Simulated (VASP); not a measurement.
# Ga: single point with PBE

Crystal: Ga.

```xyz
3
Lattice="4.7071 0.0000 0.0000 -2.3535 4.0765 0.0000 0.0000 0.0000 3.0170" Properties=species:S:1:pos:R:3 pbc="T T T"
Ga    2.3535    4.0765    0.0000
Ga    0.0000    2.7176    1.5085
Ga    2.3535    1.3588    1.5085
```

```json
{"Program": "VASP 6.6.1", "Task": "single point", "Functional": "PBE", "Potentials or basis": "VASP PAW PBE potentials, release 64 (Ga_d)", "Cutoff": "520 eV", "k mesh": "9 × 9 × 12", "Occupations": "fermi-dirac, width 0.1 eV", "Spin": "no spin polarisation"}
```

```yaml
Pressure: 0.3 GPa
```

Stress tensor (GPa, compression positive):
```
 0.44  0.00  0.00
 0.00  0.44  0.00
 0.00  0.00 -0.12
```

Levels at points of the mesh, in eV from the Fermi level:
```tsv
k point	band 15	band 16	band 17	band 18	band 19	band 20	band 21	band 22	band 23	band 24
(0.00, 0.00, 0.00)	-14.65	-10.87	-2.62	-2.33	-1.11	-1.11	-0.91	-0.91	4.86	8.34
(0.00, 0.00, 0.50)	-14.63	-7.18	-6.01	1.22	1.32	1.32	1.68	1.71	2.11	2.90
```

It took 48 s on 1 thread of AMD EPYC 9R45 96-Core Processor (Zen 5), on a shared host, peak memory 0.21 GiB.
